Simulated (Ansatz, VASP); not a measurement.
## Cd in VASP and in Ansatz

The input INCAR:

```
SYSTEM = Cd
  ALGO = Normal
  EDIFF = 1E-6
  ENCUT = 520
  GGA = PS
  ISIF = 2
  ISMEAR = -1
  LASPH = .TRUE.
  LCHARG = .FALSE.
  LREAL = .FALSE.
  LWAVE = .FALSE.
  NBANDS = 19
  NELM = 100
  PREC = Accurate
  SIGMA = 0.05
```

KPOINTS

```
k-points
0
G
  14 14 8
  0 0 0
```

File POSCAR:

```
Cd
1.0
    2.7226046761      0.0000000000      0.0000000000
   -1.3613023380      2.3578448139      0.0000000000
    0.0000000000      0.0000000000      4.5292610006
Cd
2
Direct
    0.3333333333      0.6666666667      0.2500000000
    0.6666666667      0.3333333333      0.7500000000
```

Input for Ansatz:

```yaml
crystal:
  lattice:
    - [2.7226046761, 0.0, 0.0]
    - [-1.361302338, 2.3578448139, 0.0]
    - [0.0, 0.0, 4.5292610006]
  atoms:
    - { symbol: Cd, position: [0.3333333333, 0.6666666667, 0.25] }
    - { symbol: Cd, position: [0.6666666667, 0.3333333333, 0.75] }
kpoints:
  mp_grid: { grid: [14, 14, 8] }
scf:
  occupations: { method: fermi_dirac, width: 0.05 }
hamiltonian:
  xc: pbesol
  pseudopotentials: { kind: all_electron, lapw: { basis_error: 0.001 } }
output:
  forces: true
  stress: true
  eigenvalues: true
  populations: true
```

Change from the starting cell: volume scaled by 0.7, LAPW.

Alike in both runs: task single point; functional PBEsol; k mesh 14 × 14 × 8; occupations fermi-dirac, width 0.05 eV; no spin polarisation.

```csv
,VASP,Ansatz
version,VASP 6.6.1,Ansatz 0.2.0
potentials or method,"VASP PAW PBE potentials, release 64 (Cd), cutoff 520 eV","all-electron LAPW, scalar-relativistic"
```

```csv
,VASP,Ansatz,Ansatz less VASP
pressure (GPa),60.8,58.5,-2.33
"traceless stress, the component that is largest in VASP (GPa)",-0.04,0.08,+0.128
```

VASP's potentials were made for PBE, not for PBEsol. Both programs put the cell under a high pressure, so it lies far from rest at this level. Ansatz ran all-electron here, and VASP with PAW potentials.

Noted on VASP's run: the cell as given lies far from equilibrium.
